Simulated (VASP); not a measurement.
# YTiTe3 (Pm-3m) in VASP: a series of runs, part 2 of 2

VASP 6.6.1. The steps go on from the part before.

## (3) Single point, PBE

This run uses another cell than the first one, of 30.56 Å³/atom.

INCAR reads:

```
SYSTEM = YTiTe3
  ALGO = Normal
  EDIFF = 1E-6
  ENCUT = 520
  GGA = PE
  ISIF = 2
  ISMEAR = 0
  LASPH = .TRUE.
  LCHARG = .TRUE.
  LELF = .TRUE.
  LREAL = .FALSE.
  LVHAR = .TRUE.
  LWAVE = .FALSE.
  NBANDS = 28
  NELM = 100
  PREC = Accurate
  SIGMA = 0.1
```

KPOINTS reads:

```
k-points
0
G
  4 4 4
  0 0 0
```

POSCAR reads:

```
YTiTe3
1.0
    5.3459223000      0.0000000000      0.0000000000
    0.0000000000      5.3459223000      0.0000000000
    0.0000000000      0.0000000000      5.3459223000
Y Ti Te
1 1 3
Direct
    0.5000000000      0.5000000000      0.5000000000
    0.0000000000      0.0000000000      0.0000000000
    0.5000000000      0.0000000000      0.0000000000
    0.0000000000      0.5000000000      0.0000000000
    0.0000000000      0.0000000000      0.5000000000
```

Potentials or basis: VASP PAW PBE potentials, release 64 (Y_sv, Ti_sv, Te).

Command:

```
> cat potpaw_PBE.64/Y_sv/POTCAR potpaw_PBE.64/Ti_sv/POTCAR potpaw_PBE.64/Te/POTCAR > POTCAR
> mpirun -np 1 vasp_std > vasp.out
```

OUTCAR:

```text
SYSTEM = YTiTe3
   EDIFF = 1E-6
   ENCUT = 520
   GGA = PE
   ISIF = 2
   ISMEAR = 0
   LASPH = .TRUE.
   LREAL = .FALSE.
   NELM = 100
   PREC = Accurate

 ion  position               nearest neighbor table
   1  0.500  0.500  0.500-   3 3.78   4 3.78   5 3.78   3 3.78   4 3.78   3 3.78   5 3.78   3 3.78
                             4 3.78   5 3.78   4 3.78   5 3.78
   2  0.000  0.000  0.000-   3 2.67   4 2.67   5 2.67   5 2.67   4 2.67   3 2.67
   3  0.500  0.000  0.000-   2 2.67   2 2.67   1 3.78   1 3.78   1 3.78   1 3.78
[... 499 lines left out ...]
  --------------------------------------------------------------------------------------
  -------------------------------------------------------------------------------------
  Total       -0.3190420     -0.3190420     -0.3190420      0.0000000      0.0000000     -0.0000000
  in kB       -3.3457270     -3.3457270     -3.3457270      0.0000000      0.0000000     -0.0000000
  external PRESSURE =      -3.3457270 kB  Pullay stress =       0.0000000 kB

 VOLUME and BASIS-vectors are now :
 -----------------------------------------------------------------------------
  energy-cutoff  :      520.00
  volume of cell :      152.78
      direct lattice vectors                 reciprocal lattice vectors
     5.345922300  0.000000000  0.000000000     0.187058461  0.000000000  0.000000000
     0.000000000  5.345922300  0.000000000     0.000000000  0.187058461  0.000000000
     0.000000000  0.000000000  5.345922300     0.000000000  0.000000000  0.187058461

 POSITION                                       TOTAL-FORCE (eV/Angst)
 -----------------------------------------------------------------------------------
      2.67296      2.67296      2.67296         0.000000      0.000000      0.000000
      0.00000      0.00000      0.00000         0.000000      0.000000      0.000000
      2.67296      0.00000      0.00000         0.000000      0.000000      0.000000
      0.00000      2.67296      0.00000         0.000000      0.000000      0.000000
      0.00000      0.00000      2.67296         0.000000      0.000000      0.000000
 -----------------------------------------------------------------------------------
    total drift:                               -0.000000      0.000000     -0.000000

  FREE ENERGIE OF THE ION-ELECTRON SYSTEM (eV)
  ---------------------------------------------------
  free  energy   TOTEN  =       -25.7946583730 eV

  energy  without entropy=      -25.7672846698  energy(sigma->0) =      -25.78097152
```

OSZICAR:

```text
N       E                     dE             d eps       ncg     rms          rms(c)
DAV:   1     0.295068927762E+03    0.29507E+03   -0.17720E+04   560   0.131E+03
DAV:   2     0.582282187137E+00   -0.29449E+03   -0.28747E+03   604   0.334E+02
DAV:   3    -0.280433317013E+02   -0.28626E+02   -0.28127E+02   908   0.874E+01
DAV:   4    -0.296550033981E+02   -0.16117E+01   -0.15935E+01   928   0.179E+01
DAV:   5    -0.296883620567E+02   -0.33359E-01   -0.33250E-01   828   0.245E+00    0.143E+01
DAV:   6    -0.274906437992E+02    0.21977E+01   -0.26355E+01   696   0.264E+01    0.137E+01
DAV:   7    -0.262264212768E+02    0.12642E+01   -0.21664E+01   804   0.242E+01    0.999E+00
DAV:   8    -0.258650930919E+02    0.36133E+00   -0.15609E+00   704   0.642E+00    0.549E+00
DAV:   9    -0.258361915840E+02    0.28902E-01   -0.12051E+00   792   0.522E+00    0.216E+00
DAV:  10    -0.257942835124E+02    0.41908E-01   -0.24343E-01   784   0.273E+00    0.359E-01
DAV:  11    -0.257950064165E+02   -0.72290E-03   -0.12811E-02   748   0.479E-01    0.200E-01
DAV:  12    -0.257950192331E+02   -0.12817E-04   -0.54007E-03   796   0.257E-01    0.116E-01
DAV:  13    -0.257947205333E+02    0.29870E-03   -0.19815E-03   748   0.220E-01    0.659E-02
DAV:  14    -0.257946653463E+02    0.55187E-04   -0.28244E-04   872   0.790E-02    0.293E-02
DAV:  15    -0.257946600377E+02    0.53086E-05   -0.29089E-05   768   0.243E-02    0.145E-02
DAV:  16    -0.257946594250E+02    0.61273E-06   -0.14609E-05   780   0.195E-02    0.669E-03
DAV:  17    -0.257946583868E+02    0.10381E-05   -0.50941E-06   612   0.125E-02    0.123E-03
DAV:  18    -0.257946583730E+02    0.13803E-07   -0.20680E-07   400   0.276E-03
   1 F= -.25794658E+02 E0= -.25780972E+02  d E =-.273737E-01
```

It took 47 s on 1 thread of Intel Xeon 6975P-C (Granite Rapids), shared host; peak memory 0.26 GiB.

Results:

```yaml
Free_energy: -25.7947 eV
Pressure: -0.3 GPa
Band_gap_on_the_k_mesh: zero (an odd number of electrons rules out a gap without spin polarisation)
```

Caveat: spin-orbit coupling is left out, which moves the levels of the heavy elements.

## (4) Relaxation of cell and atoms, PBE

This run uses another cell than the first one, of 30.56 Å³/atom.

INCAR reads:

```
SYSTEM = YTiTe3
PREC = Accurate
ENCUT = 600
EDIFF = 1E-6
ISMEAR = 0
SIGMA = 0.1
LREAL = .FALSE.
LASPH = .TRUE.
NELM = 100
ALGO = Normal
ISIF = 3
LWAVE = .FALSE.
LCHARG = .FALSE.
GGA = PE
IBRION = 2
NSW = 90
EDIFFG = -0.04
```

KPOINTS reads:

```
Automatic mesh
0
G
  4 4 4
  0 0 0
```

POSCAR is that of step 3.

Command:

```
> cat potpaw_PBE.64/Y_sv/POTCAR potpaw_PBE.64/Ti_sv/POTCAR potpaw_PBE.64/Te/POTCAR > POTCAR
> mpirun -np 1 vasp_std > vasp.out
```

Wall time 86 s (1 thread of Intel Xeon 6975P-C (Granite Rapids), shared host); peak memory 0.37 GiB.

It converged, with:

```yaml
Free_energy: -25.7846 eV
Relaxed_volume: 30.32 Å³/atom
Relaxed_cell: a = 5.332 Å, b = 5.332 Å, c = 5.332 Å, α = 90.00°, β = 90.00°, γ = 90.00°
Space_group_after_relaxing_to_0.1_Å: Pm-3m (No. 221)
Energy_gained_by_relaxing: 0.1 meV/atom
Ionic_steps: 2
Pressure_after_relaxing: 0.1 GPa
```

Step by step:
```tsv
step	energy change (eV)	largest force (eV/Å)	pressure (GPa)	volume (Å³)
1	0.0000	0.0000	-0.28	152.78
2	-0.0006	0.0000	0.14	151.59
```

Final structure:
```
Y Ti Te
1.0
     5.33202    0.00000    0.00000
     0.00000    5.33202    0.00000
     0.00000    0.00000    5.33202
Y Ti Te
1 1 3
Direct
  0.50000 0.50000 0.50000
  0.00000 0.00000 0.00000
  0.50000 0.00000 0.00000
  0.00000 0.50000 0.00000
  0.00000 0.00000 0.50000
```

Levels at points of the mesh, in eV from the Fermi level:
```csv
k point,band 16,band 17,band 18,band 19,band 20,band 21,band 22,band 23,band 24
"(0.00, 0.00, 0.00)",-1.63,-1.63,-0.81,-0.81,-0.81,-0.57,-0.57,-0.57,-0.47
"(0.50, 0.00, 0.00)",-3.21,-3.21,-2.84,-1.16,-1.16,-0.59,0.40,0.67,0.71
"(0.50, 0.50, 0.00)",-3.39,-3.16,-2.73,-2.73,-0.42,0.25,0.54,0.54,0.59
"(0.50, 0.50, 0.50)",-3.37,-3.37,-0.64,0.11,0.11,0.11,0.70,0.70,0.70
```

Caveat: the highest band is partly filled, so the run has too few bands; spin-orbit coupling is left out, which moves the levels of the heavy elements.

## (5) Summary

| task | spin | cell | k mesh | cutoff (eV) | gap on the mesh (eV) | pressure (GPa) |
| --- | --- | --- | --- | --- | --- | --- |
| single point | collinear | a = 5.339 Å, 5 atoms | 8 × 8 × 8 | 520 | none | 0.0 |
| single point | off | a = 5.346 Å, 5 atoms | 4 × 4 × 4 | 520 | none | -0.3 |
| relaxation of cell and atoms | off | relaxed from a = 5.346 Å, 5 atoms | 4 × 4 × 4 | 600 | - | 0.1 |

Alike in all rows: level PBE; potentials or basis VASP PAW PBE potentials, release 64 (Y_sv, Ti_sv, Te); smearing gaussian 0.1 eV.

Caveats: spin-orbit coupling is left out, which moves the levels of the heavy elements; the highest band is partly filled, so the run has too few bands (at least some runs).

Total energies depend on the potentials used, so only differences within one code and one set of settings carry meaning.
